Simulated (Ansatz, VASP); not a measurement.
**ZnO: VASP beside Ansatz**

```xyz
4
Lattice="3.1831 0.0000 0.0000 -1.5915 2.7566 0.0000 0.0000 0.0000 5.0976" Properties=species:S:1:pos:R:3 pbc="T T T"
Zn    0.0000    1.8377    0.0000
Zn    1.5915    0.9189    2.5488
O     0.0000    1.8377    1.9478
O     1.5915    0.9189    4.4966
```

Change from the starting cell: volume scaled by 0.94, PAW files.

Alike in both runs: task electric field gradients; functional LDA; k mesh 8 × 8 × 5; occupations fermi-dirac, width 0.01 eV; no spin polarisation.

|  | VASP | Ansatz |
| --- | --- | --- |
| version | VASP 6.6.1 | Ansatz 0.2.0 |
| potentials or method | VASP PAW LDA potentials, release 64 (Zn, O) | PAW with Ansatz's default frozen-core files, scalar-relativistic |
| plane-wave cutoff (eV) | 520 | 420 |
| valence electrons in the cell | 36 | 36 |

```tsv
	VASP	Ansatz	Ansatz less VASP
gap on the k mesh at the Fermi level (eV)	0.84	0.83	-0.010
pressure (GPa)	3.6	2.2	-1.42
traceless stress, the component that is largest in VASP (GPa)	0.21	0.26	+0.050
rms of the force components (eV/Å)	0.025	0.024	-0.0011
size of Vzz on the site where it differs most (V/Å²)	8.5	8.0	-0.51
```

LDA's correlation is that of Perdew and Zunger in VASP and of Perdew and Wang (1992) in Ansatz. Atom by atom the forces differ by 0.001 eV/Å (rms over components).
